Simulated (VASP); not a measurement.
# Ge (Imma) in VASP: further runs

The runs below take Ge through single point, with r2SCAN.

Program: VASP 6.6.1. These are calculated values, not measurements. Logs are shortened: lines on timing, memory, paths and dates and some standing lists are left out, and cuts for length are marked.

## (1) The cell of the first run

It takes space group Imma (No. 74, orthorhombic). The conventional cell has a = 5.025 Å, b = 5.337 Å, c = 2.893 Å, α = 90.00°, β = 90.00°, γ = 90.00°. Ge (site symmetry mm2) has 10 Ge at 2.69 to 3.67 Å within 3.7 Å.

## (2) Single point, r2SCAN

File POSCAR:

```
Ge
1.0
   -2.5124276075      2.6684188957      1.4464634826
    2.5124276075     -2.6684188957      1.4464634826
    2.5124276075      2.6684188957     -1.4464634826
Ge
2
Direct
    0.1859430000      0.9359430000      0.2500000000
    0.8140570000      0.0640570000      0.7500000000
```

File INCAR.step1:

```
  PREC = Accurate
  ENCUT = 520
  ISMEAR = -1
  SIGMA = 0.1
  LREAL = F
  LASPH = T
  NELM = 80
  NBANDS = 21
  GGA = PE
  ALGO = Normal
  EDIFF = 1E-4
  LWAVE = T
  LCHARG = F
```

File INCAR.step2:

```
  PREC = Accurate
  ENCUT = 520
  EDIFF = 1E-6
  ISMEAR = -1
  SIGMA = 0.1
  LREAL = F
  LASPH = T
  NELM = 80
  ALGO = Normal
  ISIF = 2
  LWAVE = F
  LCHARG = T
  METAGGA = R2SCAN
  LMIXTAU = T
  LELF = T
  LVHAR = T
  NBANDS = 21
  ISTART = 1
```

File KPOINTS:

```
regular mesh
0
Gamma
  11 11 11
```

Potentials or basis: VASP PAW PBE potentials, release 64 (Ge_d).

Run with:

```
$ cat potpaw_PBE.64/Ge_d/POTCAR > POTCAR
$ cp INCAR.step1 INCAR
$ mpirun -np 1 vasp_std > vasp.out
$ cp INCAR.step2 INCAR
$ mpirun -np 1 vasp_std > vasp.out
```

OUTCAR:

```text
PREC = Accurate
   ENCUT = 520
   EDIFF = 1E-6
   ISMEAR = -1
   LREAL = F
   LASPH = T
   NELM = 80
   ISIF = 2
   METAGGA = R2SCAN
   ISTART = 1

 ion  position               nearest neighbor table
   1  0.186  0.936  0.250-   2 2.69   2 2.69   2 2.73   2 2.73
   2  0.814  0.064  0.750-   1 2.69   1 2.69   1 2.73   1 2.73

  LATTYP: Found a body centered orthorhombic cell.
 ALAT       =     2.8929269652
 B/A-ratio  =     1.7369450648
 C/A-ratio  =     1.8447882908

  Lattice vectors:

 A1 = (   2.5124276075,  -2.6684188957,   1.4464634826)
 A2 = (  -2.5124276075,  -2.6684188957,  -1.4464634826)
 A3 = (   2.5124276075,   2.6684188957,  -1.4464634826)

Analysis of symmetry for initial positions (statically):
=====================================================================
 Subroutine PRICEL returns:
 Original cell was already a primitive cell.

 Routine SETGRP: Setting up the symmetry group for a
 body centered orthorhombic supercell.

 Subroutine GETGRP returns: Found  8 space group operations
 (whereof  4 operations were pure point group operations)
 out of a pool of  8 trial point group operations.

The static configuration has the point symmetry C_2h.
 The point group associated with its full space group is D_2h.

Analysis of symmetry for dynamics (positions and initial velocities):
=====================================================================
 Subroutine PRICEL returns:
 Original cell was already a primitive cell.

 Routine SETGRP: Setting up the symmetry group for a
 body centered orthorhombic supercell.

 Subroutine GETGRP returns: Found  8 space group operations
 (whereof  4 operations were pure point group operations)
 out of a pool of  8 trial point group operations.

The dynamic configuration has the point symmetry C_2h.
 The point group associated with its full space group is D_2h.

 Subroutine INISYM returns: Found  8 space group operations
 (whereof  4 operations are pure point group operations),
 and found     1 'primitive' translations

----------------------------------------------------------------------------------------

                                     Primitive cell

  volume of cell :      38.7896

  direct lattice vectors                    reciprocal lattice vectors
    -2.512427607  2.668418896  1.446463483     0.000000000  0.187376877  0.345670669
     2.512427607 -2.668418896  1.446463483     0.199010709  0.000000000  0.345670669
     2.512427607  2.668418896 -1.446463483     0.199010709  0.187376877  0.000000000

  length of vectors
     3.940178739  3.940178739  3.940178739     0.393189910  0.398865233  0.273341099

  position of ions in fractional coordinates (direct lattice)
     0.185943000  0.935943000  0.250000000
     0.814057000  0.064057000  0.750000000

  ion indices of the primitive-cell ions
   primitive index   ion index
                 1           1
                 2           2

----------------------------------------------------------------------------------------

 KPOINTS: regular mesh

Automatic generation of k-mesh.
 Grid dimensions read from file:
 generate k-points for:   11   11   11

 Generating k-lattice:

  Cartesian coordinates                     Fractional coordinates (reciprocal lattice)
     0.000000000  0.017034262  0.031424606     0.090909091  0.000000000 -0.000000000
     0.018091883  0.000000000  0.031424606    -0.000000000  0.090909091  0.000000000
     0.018091883  0.017034262  0.000000000    -0.000000000  0.000000000  0.090909091

  Length of vectors
     0.035744537  0.036260476  0.024849191

  Shift w.r.t. Gamma in fractional coordinates (k-lattice)
     0.000000000  0.000000000  0.000000000

 Subroutine IBZKPT returns following result:
 ===========================================

 Found    216 irreducible k-points:

 Following reciprocal coordinates:
            Coordinates               Weight
  0.000000  0.000000  0.000000      1.000000
  0.090909  0.000000 -0.000000      4.000000
  0.181818  0.000000 -0.000000      4.000000
  0.272727  0.000000 -0.000000      4.000000
  0.363636  0.000000 -0.000000      4.000000
  0.454545  0.000000 -0.000000      4.000000
[... 16 lines left out ...]
  0.454545  0.181818 -0.000000      8.000000
 -0.454545  0.181818  0.000000      8.000000
 [... further k-points ...]
   k-points           NKPTS =    216   k-points in BZ     NKDIM =    216   number of bands    NBANDS=     21
   number of dos      NEDOS =    301   number of ions     NIONS =      2
   total plane-waves  NPLWV =  27000
   dimension x,y,z NGX =    30 NGY =   30 NGZ =   30
   dimension x,y,z NGXF=    60 NGYF=   60 NGZF=   60
   ions per type =               2
   NGX,Y,Z   is equivalent  to a cutoff of  12.66, 12.66, 12.66 a.u.
   NGXF,Y,Z  is equivalent  to a cutoff of  25.32, 25.32, 25.32 a.u.
 SYSTEM =  unknown system
   PREC   = accura    normal or accurate (medium, high low for compatibility)
   ISTART =      1    job   : 0-new  1-cont  2-samecut
   ICHARG =      0    charge: 1-file 2-atom 10-const
   ISPIN  =      1    spin polarized calculation?
   LNONCOLLINEAR =      F non collinear calculations
   LSORBIT =      F    spin-orbit coupling
   LASPH  =      T    aspherical Exc in radial PAW
   ENCUT  =  520.0 eV  38.22 Ry    6.18 a.u.   7.33  7.33  7.33*2*pi/ulx,y,z
   NELM   =     80;   NELMIN=  2; NELMDL=  0     # of ELM steps
   EDIFF  = 0.1E-05   stopping-criterion for ELM
   LREAL  =      F    real-space projection
   EDIFFG = 0.1E-04   stopping-criterion for IOM
   NSW    =      0    number of steps for IOM
   IBRION =     -1    ionic relax: 0-MD 1-quasi-New 2-CG
   NFREE  =      0    steps in history (QN), initial steepest desc. (CG)
   ISIF   =      2    stress and relaxation
   ISYM   =      2    0-nonsym 1-usesym 2-fastsym
   POTIM  = 0.5000    time-step for ionic-motion
   TEBEG  =    0.0;   TEEND  =   0.0 temperature during run
   PSTRESS=    0.0 pullay stress
   NELECT =      28.0000    total number of electrons
   NUPDOWN=      -1.0000    fix difference up-down
   EMIN   =  10.00;   EMAX   =-10.00  energy-range for DOS
   EFERMI =   0.00;   METHOD = LEGACY
   ISMEAR =    -1;   SIGMA  =   0.10  broadening in eV -4-tet -1-fermi 0-gaus
   EFERMI_NEDOS =   21; number of points for ismear=-14 and -15
   IALGO  =     38    algorithm
   IMIX   =      4    mixing-type and parameters
     AMIX     =   0.40;   BMIX     =  1.00
     AMIX_MAG =   1.60;   BMIX_MAG =  1.00
  volume/ion in A,a.u.               =      19.39       130.88
  Fermi-wavevector in a.u.,A,eV,Ry     =   1.468551  2.775160 29.342914  2.156643
  Thomas-Fermi vector in A             =   2.584036
   LORBIT       =      0    0 simple, 1 ext, 2 COOP (PROOUT), +10 PAW based schemes
   METAGGA = R2SCAN    functional components
   LHFCALC =     F    Hartree Fock is set to
   AEXX    =    0.0000 exact exchange contribution
   IVDW    =     0    specifies the selected vdW correction
   LEPSILON=     F    determine dielectric tensor
   LRPA    =     F    only Hartree local field effects (RPA)
 non-spin polarized calculation
  energy-cutoff  :      520.00
  volume of cell :       38.79
 maximum number of plane-waves:      1063
 NGX is ok and might be reduce to    30
   NGX = 15   NGY = 15   NGZ = 15

 number of electron      28.0000026 magnetization

 Free energy of the ion-electron system (eV)
  ---------------------------------------------------
  ext. energy  EPLUGINS =         0.00000000
  ---------------------------------------------------
  free energy    TOTEN  =       -27.00326297 eV

  energy without entropy =      -26.97870799  energy(sigma->0) =      -26.99098548

 E-fermi :   6.2164     XC(G=0): -12.1270

 val. band max:        6.2084760708   @ k =   0.0000   0.2727  -0.0000
 cond. band min:       6.2215136809   @ k =   0.4545   0.1818  -0.0000
 fundamental gap:      0.0130376101
 Fermi energy:         6.2164336137

 k-point     1 :       0.0000    0.0000    0.0000
  band No.  band energies     occupation
      1     -19.2731      2.00000
      2     -19.1993      2.00000
      3     -19.1964      2.00000
      4     -19.1882      2.00000
      5     -19.1594      2.00000
      6     -19.1193      2.00000
[... 13 lines left out ...]
     20      17.2823      0.00000
     21      19.2965      0.00000

 k-point     2 :       0.0909    0.0000   -0.0000
  band No.  band energies     occupation
      1     -19.2669      2.00000
      2     -19.1926      2.00000
      3     -19.1848      2.00000
      4     -19.1842      2.00000
      5     -19.1611      2.00000
      6     -19.1217      2.00000
[... 13 lines left out ...]
     20      17.7547      0.00000
     21      18.7108      0.00000

 k-point     3 :       0.1818    0.0000   -0.0000
  band No.  band energies     occupation
      1     -19.2499      2.00000
      2     -19.1739      2.00000
      3     -19.1723      2.00000
      4     -19.1644      2.00000
      5     -19.1569      2.00000
      6     -19.1259      2.00000
[... 13 lines left out ...]
     20      15.9988      0.00000
     21      18.9021      0.00000

 k-point     4 :       0.2727    0.0000   -0.0000
  band No.  band energies     occupation
      1     -19.2263      2.00000
      2     -19.1715      2.00000
      3     -19.1546      2.00000
      4     -19.1525      2.00000
      5     -19.1239      2.00000
      6     -19.1192      2.00000
[... 13 lines left out ...]
     20      14.7892      0.00000
     21      19.4976      0.00000

 k-point     5 :       0.3636    0.0000   -0.0000
  band No.  band energies     occupation
      1     -19.2015      2.00000
      2     -19.1720      2.00000
      3     -19.1454      2.00000
      4     -19.1404      2.00000
      5     -19.1260      2.00000
      6     -19.1222      2.00000
[... 13 lines left out ...]
     20      15.3288      0.00000
     21      20.6836      0.00000
[... 382 lines left out ...]
     20      16.8965      0.00000
     21      18.7919      0.00000

 k-point    22 :       0.3636    0.1818   -0.0000
  band No.  band energies     occupation
      1     -19.2079      2.00000
      2     -19.1809      2.00000
      3     -19.1634      2.00000
      4     -19.1300      2.00000
      5     -19.1262      2.00000
      6     -19.1017      2.00000
[... 13 lines left out ...]
     20      17.8698      0.00000
     21      19.1437      0.00000

 k-point    23 :       0.4545    0.1818   -0.0000
  band No.  band energies     occupation
      1     -19.2009      2.00000
      2     -19.1734      2.00000
      3     -19.1513      2.00000
      4     -19.1432      2.00000
      5     -19.1207      2.00000
      6     -19.0982      2.00000
[... 13 lines left out ...]
     20      17.6060      0.00000
     21      18.7837      0.00000

 k-point    24 :      -0.4545    0.1818    0.0000
  band No.  band energies     occupation
      1     -19.2031      2.00000
      2     -19.1691      2.00000
      3     -19.1571      2.00000
      4     -19.1397      2.00000
      5     -19.1314      2.00000
      6     -19.1004      2.00000
[... 13 lines left out ...]
     20      17.6867      0.00000
     21      17.8033      0.00000

 [... further k-points ...]

------------------------ aborting loop because EDIFF is reached ----------------------------------------

  FORCE on cell =-STRESS in cart. coord.  units (eV):
  Direction    XX          YY          ZZ          XY          YZ          ZX
  --------------------------------------------------------------------------------------
  -------------------------------------------------------------------------------------
  Total       -0.4387466     -0.8908330     -0.6976485      0.0000000      0.0000000      0.0000000
  in kB      -18.1221338    -36.7952573    -28.8159002      0.0000000      0.0000000      0.0000000
  external PRESSURE =     -27.9110971 kB  Pullay stress =       0.0000000 kB

 VOLUME and BASIS-vectors are now :
 -----------------------------------------------------------------------------
  energy-cutoff  :      520.00
  volume of cell :       38.79
      direct lattice vectors                 reciprocal lattice vectors
    -2.512427607  2.668418896  1.446463483     0.000000000  0.187376877  0.345670669
     2.512427607 -2.668418896  1.446463483     0.199010709  0.000000000  0.345670669
     2.512427607  2.668418896 -1.446463483     0.199010709  0.187376877  0.000000000

 POSITION                                       TOTAL-FORCE (eV/Angst)
 -----------------------------------------------------------------------------------
      2.51243     -1.33421      1.26115         0.000000      0.000000     -0.086664
      0.00000      4.00263      0.18531        -0.000000     -0.000000      0.086664
 -----------------------------------------------------------------------------------
    total drift:                                0.000000      0.000000     -0.000000

  FREE ENERGIE OF THE ION-ELECTRON SYSTEM (eV)
  ---------------------------------------------------
  free  energy   TOTEN  =       -27.0032629665 eV

  energy  without entropy=      -26.9787079874  energy(sigma->0) =      -26.99098548
```

It took 5.4 min on 1 thread of AMD EPYC 9R45 (Zen 5), shared host; peak memory 0.24 GiB.

Results:

```
Free energy            : -27.0033 eV
Pressure               : -2.8 GPa
Largest force          : 0.087 eV/Å
Band gap on the k mesh : zero (bands 14 and 15 overlap by 5.32 eV)
```

Forces in eV/Å, atoms in the order of the input:
```
Ge   0.000  0.000 -0.087
Ge   0.000  0.000  0.087
```

Levels at points of the mesh, in eV from the Fermi level:
```csv
k point,band 10,band 11,band 12,band 13,band 14,band 15,band 16,band 17,band 18,band 19
"(0.00, 0.00, 0.00)",-25.18,-13.58,-3.95,-2.53,-2.04,3.96,7.16,7.40,8.13,8.46
```

Caveat: the PAW data sets were made with another functional, which shifts forces and pressure a little.

## (3) Single point, r2SCAN

This run uses another cell than the first one, of 19.78 Å³/atom.

File POSCAR:

```
Ge
1.0
   -2.5287425297      2.6857467767      1.4558563658
    2.5287425297     -2.6857467767      1.4558563658
    2.5287425297      2.6857467767     -1.4558563658
Ge
2
Direct
    0.1859430000      0.9359430000      0.2500000000
    0.8140570000      0.0640570000      0.7500000000
```

File INCAR.step1:

```
SYSTEM = Ge
PREC = Accurate
ENCUT = 520
ISMEAR = -1
SIGMA = 0.1
LREAL = .FALSE.
LASPH = .TRUE.
NELM = 80
NBANDS = 21
GGA = PE
ALGO = Normal
EDIFF = 1E-4
LWAVE = .TRUE.
LCHARG = .FALSE.
```

File INCAR.step2:

```
SYSTEM = Ge
PREC = Accurate
ENCUT = 520
EDIFF = 1E-6
ISMEAR = -1
SIGMA = 0.1
LREAL = .FALSE.
LASPH = .TRUE.
NELM = 80
ALGO = Normal
ISIF = 2
LWAVE = .FALSE.
LCHARG = .FALSE.
METAGGA = R2SCAN
LMIXTAU = .TRUE.
NBANDS = 21
ISTART = 1
```

File KPOINTS:

```
Automatic mesh
0
G
  11 11 11
  0 0 0
```

Potentials or basis: VASP PAW PBE potentials, release 64 (Ge_d).

Run with:

```
$ cat potpaw_PBE.64/Ge_d/POTCAR > POTCAR
$ cp INCAR.step1 INCAR
$ mpirun -np 1 vasp_std > vasp.out
$ cp INCAR.step2 INCAR
$ mpirun -np 1 vasp_std > vasp.out
```

Wall time 5.1 min (1 thread of AMD EPYC 9R45 (Zen 5), shared host); peak memory 0.24 GiB.

The run converged. Its results:

```yaml
Free_energy: -26.9877 eV
Pressure: -4.0 GPa
Largest_force: 0.092 eV/Å
Band_gap_on_the_k_mesh: zero (bands 14 and 15 overlap by 5.17 eV)
```

Forces in eV/Å, atoms in the order of the input:
```
Ge   0.000  0.000 -0.092
Ge   0.000  0.000  0.092
```

Stress tensor (GPa, compression positive):
```
-3.04  0.00  0.00
 0.00 -4.80  0.00
 0.00  0.00 -4.05
```

Levels at points of the mesh, in eV from the Fermi level:
| k point | band 11 | band 12 | band 13 | band 14 | band 15 | band 16 | band 17 | band 18 |
| --- | --- | --- | --- | --- | --- | --- | --- | --- |
| (0.00, 0.00, 0.00) | -13.41 | -4.02 | -2.47 | -1.99 | 4.01 | 7.05 | 7.26 | 7.97 |

Caveat: the cell stands under tension; the PAW data sets were made with another functional, which shifts forces and pressure a little.

[end of part 1 of 2]
